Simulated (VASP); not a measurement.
Write the native input for VASP 6.6.1 that does the following.

| Property | Result |
| --- | --- |
| Task | single point |
| Functional | LDA |
| Potentials or basis | VASP PAW LDA potentials, release 64 (Si, N) |
| Cutoff | 520 eV |
| k mesh | 9 × 9 × 1 |
| Occupations | gaussian, width 0.05 eV |
| Spin | collinear spin, ferromagnetic start |
| Starting moments | [0.0, 0.0, 0.0, 0.0, 0.0, 0.0, 3.0] μB |
| Dipole correction | yes |
| Further INCAR settings | ALGO = Normal; EDIFF = 1e-06; NBANDS = 28 |

The structure of Si6N lies in POSCAR:

```
Si6N
1.0
    3.8019755009      0.0000000000      0.0000000000
   -1.9009877505      3.2926073684      0.0000000000
    0.0000000000      0.0000000000     22.4526205295
Si N
6 1
Direct
    0.6666666667      0.3333333333      0.1781529241
    0.3333333333      0.6666666667      0.2134649663
    0.3333333333      0.6666666667      0.3182060687
    0.6666666667      0.3333333333      0.3520754813
    0.6666666667      0.3333333333      0.4580755784
    0.3333333333      0.6666666667      0.4878103433
    0.8333333333      1.0000000000      0.5037439968
```

These files were run (other wordings do the same):

INCAR

```
PREC     = Accurate       # precision mode
ENCUT    = 520            # plane-wave cutoff, eV
EDIFF    = 1E-6           # SCF threshold, eV
ISMEAR   = 0              # smearing method
SIGMA    = 0.05           # smearing width, eV
LREAL    = False          # projectors in reciprocal space
LASPH    = True           # aspherical terms in the spheres
NELM     = 150            # most SCF steps
ALGO     = Normal         # electronic algorithm
ISIF     = 2              # what is computed and relaxed
LWAVE    = False          # write WAVECAR
LCHARG   = False          # write CHGCAR
ISPIN    = 2              # spin polarisation
MAGMOM   = 0 0 0 0 0 0 3  # initial moments
LORBIT   = 11             # projections on sites
LDIPOL   = True         
IDIPOL   = 3            
DIPOL    = 0.5 0.5 0.359
GGA      = CA             # functional
NBANDS   = 28             # bands
```

KPOINTS

```
Automatic mesh
0
Gamma
  9 9 1
```

Potentials or basis: VASP PAW LDA potentials, release 64 (Si, N).

Command:

```bash
$ cat potpaw_LDA.64/Si/POTCAR potpaw_LDA.64/N/POTCAR > POTCAR
$ mpirun -np 1 vasp_std > vasp.out
```

It gave:

```json
{
  "Largest force": "2.144 eV/Å",
  "Net moment": "0.10 μB per cell",
  "Site moments": "Si +0.02, +0.00, +0.01 (each value once); N +0.00 μB",
  "Valence electrons inside the program's atomic spheres": "Si 1.67, 1.70, 1.71, 1.68 (each value once); N 3.61"
}
```

It took 9 min on 1 thread of Intel(R) Xeon(R) 6975P-C (Granite Rapids), on a shared host, peak memory 0.58 GiB.
